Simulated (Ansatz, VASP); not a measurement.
# SiGeF6 in VASP and in Ansatz

```
Si Ge F
1.0
     6.05018    0.00000    0.00000
     0.00000    6.05018    0.00000
     0.00000    0.00000    6.05018
Si Ge F
1 1 6
Cartesian
  3.0251 3.0251 3.0251
  0.0000 0.0000 0.0000
  4.2345 0.0000 0.0000
  1.8157 0.0000 0.0000
  0.0000 4.2345 0.0000
  0.0000 1.8157 0.0000
  0.0000 0.0000 4.2345
  0.0000 0.0000 1.8157
```

Alike in both runs: functional PBE; k mesh 6 × 6 × 6; occupations gaussian, width 0.1 eV; no spin polarisation.

Ansatz relaxed the structure, and its values are those at the end. VASP's run is a single point on that final structure, the one shown.

```csv
,VASP,Ansatz
version,VASP 6.6.1,Ansatz 0.2.0
potentials or method,"VASP PAW PBE potentials, release 64 (Si, Ge_d, F), cutoff 520 eV","scalar-relativistic, plane waves, PAW"
valence electrons in the cell,60,60
```

VASP gave:

| Quantity | Value |
| --- | --- |
| gap on the k mesh at the Fermi level (eV) | none |
| pressure (GPa) | 0.1 |
| rms of the force components (eV/Å) | 0.045 |

**Question.** What did Ansatz give for the same quantities?

**Answer.** gap on the k mesh at the Fermi level (eV): none; pressure (GPa): 0.0; rms of the force components (eV/Å): 0.001.

A gap of «none» marks a metal or a gap that the smearing closes. The functional is the same, so the differences come from potentials, cutoffs and numerics. Ansatz's warnings: xc potential rough in thin density.
